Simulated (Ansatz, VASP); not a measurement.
## CdS: VASP beside Ansatz

```xyz
2
Lattice="0.0000 2.9333 2.9333 2.9333 0.0000 2.9333 2.9333 2.9333 0.0000" Properties=species:S:1:pos:R:3 pbc="T T T"
Cd    0.0000    0.0000    0.0000
S     1.4666    1.4666    1.4666
```

Alike in both runs: task single point; functional PBE; k mesh 6 × 6 × 6; no spin polarisation.

|  | VASP | Ansatz |
| --- | --- | --- |
| version | VASP 6.6.1 | Ansatz 0.2.0 |
| potentials or method | VASP PAW PBE potentials, release 64 (Cd, S) | plane waves, PAW |
| plane-wave cutoff (eV) | 520 | 420 |
| occupations | gaussian, width 0.01 eV | fixed |
| valence electrons in the cell | 18 | 26 |

Ansatz gave:

```
gap on the k mesh at the Fermi level (eV) : 1.11
pressure (GPa)                            : 1.8
```

**Question.** What did VASP give for the same quantities?

**Answer.** gap on the k mesh at the Fermi level (eV): 1.11; pressure (GPa): 2.1.

VASP's potentials hold 18 valence electrons a cell and Ansatz's 26, so a difference there can come from the potentials and not from the codes.
